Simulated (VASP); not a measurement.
A run of VASP 6.6.1 is set up as follows.

The input INCAR:

```
  PREC = Accurate
  ENCUT = 520
  EDIFF = 1E-6
  ISMEAR = -1
  SIGMA = 0.02
  LREAL = Auto
  LASPH = T
  NELM = 80
  ALGO = Normal
  ISIF = 2
  LWAVE = F
  LCHARG = T
  GGA = CA
  LELF = T
  LVHAR = T
  NBANDS = 48
```

File KPOINTS:

```
Automatic mesh
0
Gamma
  2 2 2
```

File POSCAR:

```
Si
1.0
    0.0000000000      5.4300000000      5.4300000000
    5.4300000000      0.0000000000      5.4300000000
    5.4300000000      5.4300000000      0.0000000000
Si
17
Direct
    0.0009976980      0.0012297422     -0.0082280847
    0.1317473297      0.1319626151      0.1039666667
    0.0071677716      0.0073896869      0.4777029466
    0.1213841621      0.1216095764      0.6199674033
    0.0009780847      0.5056434622     -0.0082064457
    0.1153758748      0.6293675875      0.1255427256
   -0.0197113260      0.5075964088      0.5042043278
    0.1213639042      0.6366944751      0.6199832413
    0.5054266114      0.0011995396     -0.0082006446
    0.6291365562      0.1156026703      0.1255581031
    0.5073682320     -0.0194700737      0.5042164825
    0.6364757827      0.1215824125      0.6199897790
    0.4881279926      0.4883569061      0.0347872928
    0.6291088398      0.6293285451      0.1255946593
    0.5073102210      0.5075127993      0.5042490792
    0.6120617864      0.6123045120      0.6629310313
    0.3575469613      0.3578018416      0.4264255985
```

Potentials or basis: VASP PAW LDA potentials, release 64 (Si).

Run with:

```console
$ cat potpaw_LDA.64/Si/POTCAR > POTCAR
$ mpirun -np 1 vasp_std > vasp.out
```

Q: What does it give for the pressure?

A: 1.5 GPa.

Q: What does it give for the band gap on the k mesh?

A: Zero (band 34 reaches 6.78 eV, above the bottom of band 35 at 6.65 eV).

Q: What does it give for the largest force?

A: 0.311 eV/Å.

Forces in eV/Å, atoms in the order of the input:
```
Si   0.024  0.023 -0.020
Si   0.043  0.043 -0.042
Si   0.041  0.040 -0.041
Si   0.020  0.020 -0.025
Si   0.020  0.023 -0.023
Si   0.001  0.032 -0.002
Si  -0.012  0.101  0.012
Si   0.026  0.020 -0.020
Si   0.023  0.020 -0.023
Si   0.032  0.001 -0.002
Si   0.100 -0.012  0.012
Si   0.020  0.027 -0.021
Si  -0.088 -0.088  0.088
Si   0.001  0.001 -0.032
Si  -0.012 -0.012 -0.100
Si  -0.059 -0.059  0.058
Si  -0.179 -0.178  0.181
```

Caveat: the k points lie up to 0.50 Å⁻¹ apart.
